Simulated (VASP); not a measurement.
# Sb: single point with PBE

Crystal: Sb.

```
CELL_PARAMETERS angstrom
-1.66430 1.66430 2.43347
1.66430 -1.66430 2.43347
1.66430 1.66430 -2.43347
ATOMIC_POSITIONS crystal
Sb 0.00000 0.00000 0.00000
```

This cell differs from its parent crystal: ratio of the length along z to the lengths across it x 0.85, volume and fractional coordinates fixed.

- Program: VASP 6.6.1
- Task: single point
- Functional: PBE
- Potentials or basis: VASP PAW PBE potentials, release 64 (Sb)
- Cutoff: 520 eV
- k mesh: 24 × 24 × 24
- Occupations: gaussian, width 0.15 eV
- Spin: no spin polarisation

```
Pressure               : 1.0 GPa
Band gap on the k mesh : zero (an odd number of electrons rules out a gap without spin polarisation)
```

Stress tensor (GPa, compression positive):
```
0.91 0.00 0.00
0.00 0.91 0.00
0.00 0.00 1.28
```

Levels at points of the mesh, in eV from the Fermi level:
```tsv
k point	band 1	band 2	band 3	band 4	band 5
(0.00, 0.00, 0.00)	-12.93	5.30	5.30	5.30	9.80
(0.50, 0.00, 0.00)	-9.18	-5.82	3.33	3.88	8.00
(0.50, 0.50, 0.00)	-7.42	-4.84	0.10	0.36	3.99
(0.50, 0.50, 0.50)	-7.85	-5.09	0.65	0.65	4.43
```

Wall time 4.3 min on 1 thread of Intel Xeon 8259CL (shared host), peak memory 0.35 GiB.

Caveat: spin-orbit coupling is left out, which moves the levels of the heavy elements.
